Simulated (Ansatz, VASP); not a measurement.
# Two plane-wave programs on Pd

```
Pd
1.0
     0.00000    2.10049    2.02270
     2.10049    0.00000    2.02270
     2.10049    2.10049    0.00000
Pd
1
Direct
  0.00000 0.00000 0.00000
```

Change from the starting cell: strain +0.080 along x and y, +0.040 along z, atoms carried along.

Alike in both runs: task single point; functional PBEsol; k mesh 20 × 20 × 20; occupations gaussian, width 0.15 eV; no spin polarisation.

|  | VASP | Ansatz |
| --- | --- | --- |
| version | VASP 6.6.1 | Ansatz 0.2.0 |
| potentials or method | VASP PAW PBE potentials, release 64 (Pd), cutoff 520 eV | scalar-relativistic, plane waves, PAW |
| valence electrons in the cell | 10 | 18 |

Ansatz gave:

- gap on the k mesh at the Fermi level (eV): none
- pressure (GPa): -23.6
- traceless stress, the component that is largest in VASP (GPa): 0.52

Task: What did VASP give for the same quantities?

Result: gap on the k mesh at the Fermi level (eV): none; pressure (GPa): -23.7; traceless stress, the component that is largest in VASP (GPa): 0.52.

VASP's potentials were made for PBE, not for PBEsol. A gap of «none» marks a metal or a gap that the smearing closes. VASP's potentials hold 10 valence electrons a cell and Ansatz's 18, so a difference there can come from the potentials and not from the codes.
